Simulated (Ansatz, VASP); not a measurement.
**As: VASP beside Ansatz**

```
As
1.0
     0.00000    2.16599    2.16599
     2.16599    0.00000    2.16599
     2.16599    2.16599    0.00000
As
1
Direct
  0.00000 0.00000 0.00000
```

Alike in both runs: task single point; functional LDA; k mesh 15 × 15 × 15; occupations fermi-dirac, width 0.1 eV; no spin polarisation.

|  | VASP | Ansatz |
| --- | --- | --- |
| version | VASP 6.6.1 | Ansatz 0.2.0 |
| potentials or method | VASP PAW LDA potentials, release 64 (As), cutoff 520 eV | plane waves (420 eV) with PAW, scalar-relativistic |
| valence electrons in the cell | 5 | 15 |

```csv
,VASP,Ansatz,Ansatz less VASP
pressure (GPa),-8.4,-8.5,-0.12
```

Ansatz warns that its potentials were made for another functional, while VASP's fit it. LDA's correlation is that of Perdew and Zunger in VASP and of Perdew and Wang (1992) in Ansatz. VASP's potentials hold 5 valence electrons a cell and Ansatz's 15, so a difference there can come from the potentials and not from the codes.
